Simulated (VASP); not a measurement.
**LiF: single point with PBE**

LiF:

```
Li F
1.0
     0.00000    2.14461    2.14461
     2.26621    0.00000    2.14461
     2.26621    2.14461    0.00000
Li F
1 1
Direct
  0.00000 0.00000 0.00000
  0.25000 0.25000 0.25000
```

This cell differs from its parent crystal: uniaxial x strain +5.7%.

| Quantity | Value |
| --- | --- |
| Program | VASP 6.6.1 |
| Task | single point |
| Functional | PBE |
| Potentials or basis | VASP PAW PBE potentials, release 64 (Li_sv, F) |
| Cutoff | 520 eV |
| k mesh | 10 × 10 × 10 |
| Occupations | fermi-dirac, width 0.02 eV |
| Spin | no spin polarisation |
| Dipole correction | no |
| Further INCAR settings | ALGO = Normal; EDIFF = 1e-06; NBANDS = 12 |

- Band gap on the k mesh: 7.58 eV, direct

Levels at points of the mesh, in eV from the valence-band top:
| k point | band 2 | band 3 | band 4 | band 5 | band 6 | band 7 | band 8 | band 9 |
| --- | --- | --- | --- | --- | --- | --- | --- | --- |
| (0.00, 0.00, 0.00) | -19.29 | -0.10 | 0.00 | 0.00 | 7.58 | 18.99 | 18.99 | 19.02 |
| (0.50, 0.00, 0.00) | -19.12 | -1.89 | -0.37 | -0.18 | 11.56 | 14.42 | 18.26 | 19.06 |
| (0.50, 0.50, 0.00) | -19.05 | -1.32 | -0.86 | -0.81 | 10.42 | 15.67 | 18.33 | 19.09 |
| (0.00, 0.50, 0.50) | -19.11 | -1.42 | -0.65 | -0.65 | 10.35 | 15.19 | 19.21 | 19.21 |

It took 18 s on 1 thread of AMD EPYC 7R43 64-Core Processor (Zen 3), on a shared host, peak memory 0.11 GiB.

Caveat: the cell differs from its parent crystal (uniaxial x strain +5.7%). A k mesh can miss the band edges.
